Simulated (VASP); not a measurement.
# Cr (P6_3/mmc) in VASP: single point with PBE

Aim: the single point of Cr with PBE.

All numbers are computed with VASP 6.6.1; they aren't measurements. Logs are shortened: lines on timing, memory, paths and dates and some standing lists are left out, and cuts for length are marked.

## Step 1: The cell of the first run

Symmetry: P6_3/mmc, No. 194, hexagonal system. Conventional cell: a = 2.714 Å, b = 2.714 Å, c = 4.410 Å, α = 90.00°, β = 90.00°, γ = 120.00°. Cr (site symmetry -6m2) has 12 Cr at 2.71 Å within 3.6 Å.

This isn't the form of Cr at room conditions, which is bcc.

## Step 2: Single point, PBE, collinear spin, ferromagnetic start

File INCAR:

```
SYSTEM = Cr
ALGO = Normal
EDIFF = 1E-7
ENCUT = 520
GGA = PE
ISIF = 2
ISMEAR = 0
ISPIN = 2
LASPH = .TRUE.
LCHARG = .TRUE.
LELF = .TRUE.
LMAXMIX = 4
LORBIT = 11
LREAL = .FALSE.
LVHAR = .TRUE.
LWAVE = .FALSE.
MAGMOM = 3 3
NBANDS = 23
NELM = 150
PREC = Accurate
SIGMA = 0.05
```

File KPOINTS:

```
k-points
0
G
  18 18 10
  0 0 0
```

File POSCAR:

```
Cr
1.0
    2.7140000000      0.0000000000      0.0000000000
   -1.3570000000      2.3503929500      0.0000000000
    0.0000000000      0.0000000000      4.4100000000
Cr
2
Direct
    0.3333333300      0.6666666700      0.2500000000
    0.6666666700      0.3333333300      0.7500000000
```

Potentials or basis: VASP PAW PBE potentials, release 64 (Cr_pv).

Run with:

```console
$ cat potpaw_PBE.64/Cr_pv/POTCAR > POTCAR
$ mpirun -np 1 vasp_std > vasp.out
```

OUTCAR:

```text
SYSTEM = Cr
   EDIFF = 1E-7
   ENCUT = 520
   GGA = PE
   ISIF = 2
   ISMEAR = 0
   ISPIN = 2
   LASPH = .TRUE.
   LORBIT = 11
   LREAL = .FALSE.
   NELM = 150
   PREC = Accurate

 ion  position               nearest neighbor table
   1  0.333  0.667  0.250-   2 2.71   2 2.71   2 2.71   2 2.71   2 2.71   2 2.71
   2  0.667  0.333  0.750-   1 2.71   1 2.71   1 2.71   1 2.71   1 2.71   1 2.71

  LATTYP: Found a hexagonal cell.
 ALAT       =     2.7140000000
 C/A-ratio  =     1.6249078850

  Lattice vectors:

 A1 = (   2.7140000000,   0.0000000000,   0.0000000000)
 A2 = (  -1.3570000000,   2.3503929500,   0.0000000000)
 A3 = (   0.0000000000,   0.0000000000,   4.4100000000)

Analysis of symmetry for initial positions (statically):
=====================================================================
 Subroutine PRICEL returns:
 Original cell was already a primitive cell.

 Routine SETGRP: Setting up the symmetry group for a
 hexagonal supercell.

 Subroutine GETGRP returns: Found 24 space group operations
 (whereof 12 operations were pure point group operations)
 out of a pool of 24 trial point group operations.

The static configuration has the point symmetry D_3d.
 The point group associated with its full space group is D_6h.

Analysis of symmetry for dynamics (positions and initial velocities):
=====================================================================
 Subroutine PRICEL returns:
 Original cell was already a primitive cell.

 Routine SETGRP: Setting up the symmetry group for a
 hexagonal supercell.

 Subroutine GETGRP returns: Found 24 space group operations
 (whereof 12 operations were pure point group operations)
 out of a pool of 24 trial point group operations.

The dynamic configuration has the point symmetry D_3d.
 The point group associated with its full space group is D_6h.

Analysis of structural, dynamic, and magnetic symmetry:
=====================================================================
 Subroutine PRICEL returns:
 Original cell was already a primitive cell.

 Routine SETGRP: Setting up the symmetry group for a
 hexagonal supercell.

 Subroutine GETGRP returns: Found 24 space group operations
 (whereof 12 operations were pure point group operations)
 out of a pool of 24 trial point group operations.

The overall configuration has the point symmetry D_3d.
 The point group associated with its full space group is D_6h.

 Subroutine INISYM returns: Found 24 space group operations
 (whereof 12 operations are pure point group operations),
 and found     1 'primitive' translations

----------------------------------------------------------------------------------------

                                     Primitive cell

  volume of cell :      28.1312

  direct lattice vectors                    reciprocal lattice vectors
     2.714000000  0.000000000  0.000000000     0.368459838  0.212730386  0.000000000
    -1.357000000  2.350392950  0.000000000     0.000000000  0.425460772  0.000000000
     0.000000000  0.000000000  4.410000000     0.000000000  0.000000000  0.226757370

  length of vectors
     2.714000000  2.714000004  4.410000000     0.425460773  0.425460772  0.226757370

  position of ions in fractional coordinates (direct lattice)
     0.333333330  0.666666670  0.250000000
     0.666666670  0.333333330  0.750000000

  ion indices of the primitive-cell ions
   primitive index   ion index
                 1           1
                 2           2

----------------------------------------------------------------------------------------

 KPOINTS: k-points

Automatic generation of k-mesh.
 Grid dimensions read from file:
 generate k-points for:   18   18   10

 Generating k-lattice:

  Cartesian coordinates                     Fractional coordinates (reciprocal lattice)
     0.020469991  0.011818355  0.000000000     0.055555556  0.000000000  0.000000000
     0.000000000  0.023636710  0.000000000     0.000000000  0.055555556  0.000000000
     0.000000000  0.000000000  0.022675737     0.000000000  0.000000000  0.100000000

  Length of vectors
     0.023636710  0.023636710  0.022675737

  Shift w.r.t. Gamma in fractional coordinates (k-lattice)
     0.000000000  0.000000000  0.000000000

 Subroutine IBZKPT returns following result:
 ===========================================

 Found    222 irreducible k-points:

 Following reciprocal coordinates:
            Coordinates               Weight
  0.000000  0.000000  0.000000      1.000000
  0.055556  0.000000  0.000000      6.000000
  0.111111  0.000000  0.000000      6.000000
  0.166667 -0.000000  0.000000      6.000000
  0.222222  0.000000  0.000000      6.000000
  0.277778  0.000000  0.000000      6.000000
[... 16 lines left out ...]
  0.333333  0.111111  0.000000     12.000000
  0.388889  0.111111  0.000000     12.000000
 [... further k-points ...]
   k-points           NKPTS =    222   k-points in BZ     NKDIM =    222   number of bands    NBANDS=     23
   number of dos      NEDOS =    301   number of ions     NIONS =      2
   total plane-waves  NPLWV =  14400
   dimension x,y,z NGX =    20 NGY =   20 NGZ =   36
   dimension x,y,z NGXF=    40 NGYF=   40 NGZF=   72
   ions per type =               2
   NGX,Y,Z   is equivalent  to a cutoff of  12.25, 12.25, 13.57 a.u.
   NGXF,Y,Z  is equivalent  to a cutoff of  24.50, 24.50, 27.14 a.u.
 SYSTEM =  Cr
   PREC   = accura    normal or accurate (medium, high low for compatibility)
   ISTART =      0    job   : 0-new  1-cont  2-samecut
   ICHARG =      2    charge: 1-file 2-atom 10-const
   ISPIN  =      2    spin polarized calculation?
   LNONCOLLINEAR =      F non collinear calculations
   LSORBIT =      F    spin-orbit coupling
   LASPH  =      T    aspherical Exc in radial PAW
   ENCUT  =  520.0 eV  38.22 Ry    6.18 a.u.   5.05  5.05  8.20*2*pi/ulx,y,z
   NELM   =    150;   NELMIN=  2; NELMDL= -5     # of ELM steps
   EDIFF  = 0.1E-06   stopping-criterion for ELM
   LREAL  =      F    real-space projection
   EDIFFG = 0.1E-05   stopping-criterion for IOM
   NSW    =      0    number of steps for IOM
   IBRION =     -1    ionic relax: 0-MD 1-quasi-New 2-CG
   NFREE  =      0    steps in history (QN), initial steepest desc. (CG)
   ISIF   =      2    stress and relaxation
   ISYM   =      2    0-nonsym 1-usesym 2-fastsym
   POTIM  = 0.5000    time-step for ionic-motion
   TEBEG  =    0.0;   TEEND  =   0.0 temperature during run
   PSTRESS=    0.0 pullay stress
   NELECT =      24.0000    total number of electrons
   NUPDOWN=      -1.0000    fix difference up-down
   EMIN   =  10.00;   EMAX   =-10.00  energy-range for DOS
   EFERMI =   0.00;   METHOD = LEGACY
   ISMEAR =     0;   SIGMA  =   0.05  broadening in eV -4-tet -1-fermi 0-gaus
   EFERMI_NEDOS =   21; number of points for ismear=-14 and -15
   IALGO  =     38    algorithm
   IMIX   =      4    mixing-type and parameters
     AMIX     =   0.40;   BMIX     =  1.00
     AMIX_MAG =   1.60;   BMIX_MAG =  1.00
  volume/ion in A,a.u.               =      14.07        94.92
  Fermi-wavevector in a.u.,A,eV,Ry     =   1.552681  2.934142 32.801180  2.410819
  Thomas-Fermi vector in A             =   2.657021
   LORBIT       =     11    0 simple, 1 ext, 2 COOP (PROOUT), +10 PAW based schemes
   GGA     = PE    functional components
   LHFCALC =     F    Hartree Fock is set to
   AEXX    =    0.0000 exact exchange contribution
   IVDW    =     0    specifies the selected vdW correction
   LEPSILON=     F    determine dielectric tensor
   LRPA    =     F    only Hartree local field effects (RPA)
 spin polarized calculation
 Gauss-broadening in eV      SIGMA  =   0.05
  energy-cutoff  :      520.00
  volume of cell :       28.13
 maximum number of plane-waves:       774
   NGX = 11   NGY = 11   NGZ = 17

 number of electron      24.0000005 magnetization       1.8854499

 Free energy of the ion-electron system (eV)
  ---------------------------------------------------
  ext. energy  EPLUGINS =         0.00000000
  ---------------------------------------------------
  free energy    TOTEN  =       -17.70947764 eV

  energy without entropy =      -17.70458852  energy(sigma->0) =      -17.70703308

 E-fermi :   8.3000     XC(G=0): -12.5425

 val. band max:        8.2965742960   @ k =   0.0000   0.0000   0.4000
 cond. band min:       8.3042216797   @ k =   0.3333   0.0556   0.4000
 fundamental gap:      0.0076473837
 Fermi energy:         8.3000480266

 spin component 1

 k-point     1 :       0.0000    0.0000    0.0000
  band No.  band energies     occupation
      1     -35.1832      1.00000
      2     -34.8482      1.00000
      3     -34.8482      1.00000
      4     -34.7822      1.00000
      5     -34.7822      1.00000
      6     -34.6999      1.00000
[... 15 lines left out ...]
     22      26.1759      0.00000
     23      28.7841      0.00000
[... 575 lines left out ...]
      1     -35.1865      1.00000
      2     -35.1129      1.00000
      3     -34.9738      1.00000
      4     -34.9702      1.00000
      5     -34.8700      1.00000
      6     -34.8131      1.00000
[... 15 lines left out ...]
     22      17.9553      0.00000
     23      19.7497      0.00000

 [... further k-points ...]

 spin component 2

 k-point     1 :       0.0000    0.0000    0.0000
  band No.  band energies     occupation
      1     -34.3700      1.00000
      2     -33.9378      1.00000
      3     -33.9378      1.00000
      4     -33.8758      1.00000
      5     -33.8707      1.00000
      6     -33.8707      1.00000
[... 15 lines left out ...]
     22      26.3103      0.00000
     23      28.9972      0.00000
[... 575 lines left out ...]
      1     -34.2853      1.00000
      2     -34.2096      1.00000
      3     -34.1520      1.00000
      4     -34.0665      1.00000
      5     -33.9914      1.00000
      6     -33.9603      1.00000
[... 15 lines left out ...]
     22      18.4933      0.00000
     23      20.1903      0.00000

 [... further k-points ...]

------------------------ aborting loop because EDIFF is reached ----------------------------------------

  FORCE on cell =-STRESS in cart. coord.  units (eV):
  Direction    XX          YY          ZZ          XY          YZ          ZX
  --------------------------------------------------------------------------------------
  -------------------------------------------------------------------------------------
  Total       -4.6802723     -4.6802723     -3.9206127     -0.0000000      0.0000000      0.0000000
  in kB     -266.5586606   -266.5586615   -223.2932623     -0.0000000      0.0000000      0.0000000
  external PRESSURE =    -252.1368614 kB  Pullay stress =       0.0000000 kB

 VOLUME and BASIS-vectors are now :
 -----------------------------------------------------------------------------
  energy-cutoff  :      520.00
  volume of cell :       28.13
      direct lattice vectors                 reciprocal lattice vectors
     2.714000000  0.000000000  0.000000000     0.368459838  0.212730386  0.000000000
    -1.357000000  2.350392950  0.000000000     0.000000000  0.425460772  0.000000000
     0.000000000  0.000000000  4.410000000     0.000000000  0.000000000  0.226757370

 POSITION                                       TOTAL-FORCE (eV/Angst)
 -----------------------------------------------------------------------------------
     -0.00000      1.56693      1.10250         0.000000      0.000000      0.000000
      1.35700      0.78346      3.30750        -0.000000     -0.000000      0.000000
 -----------------------------------------------------------------------------------
    total drift:                               -0.000003      0.000002     -0.000000

  FREE ENERGIE OF THE ION-ELECTRON SYSTEM (eV)
  ---------------------------------------------------
  free  energy   TOTEN  =       -17.7094776360 eV

  energy  without entropy=      -17.7045885201  energy(sigma->0) =      -17.70703308

 total charge

# of ion       s       p       d       tot
------------------------------------------
    1        0.383   6.279   4.054  10.716
    2        0.383   6.279   4.054  10.716
--------------------------------------------------
tot          0.765  12.558   8.109  21.432

 magnetization (x)

# of ion       s       p       d       tot
------------------------------------------
    1        0.003   0.024   0.851   0.877
    2        0.003   0.024   0.851   0.877
--------------------------------------------------
tot          0.005   0.047   1.702   1.754
```

Run time: 2.4 min. Hardware: 1 thread of Oxide Virtual Turin-like, shared host; peak memory 0.27 GiB.

What came out:

```yaml
Free_energy: -17.7095 eV
Pressure: -25.2 GPa
Net_moment: 1.89 μB per cell
Site_moments: Cr +0.88 μB
Valence_electrons_inside_the_program's_atomic_spheres: Cr 10.72
```

Stress tensor (GPa, compression positive):
```
-26.66   0.00   0.00
  0.00 -26.66   0.00
  0.00   0.00 -22.33
```

Caveat: the cell stands under tension; an empty level that is flat over the whole mesh can mark a ghost state of the potentials, or a narrow d or f band.
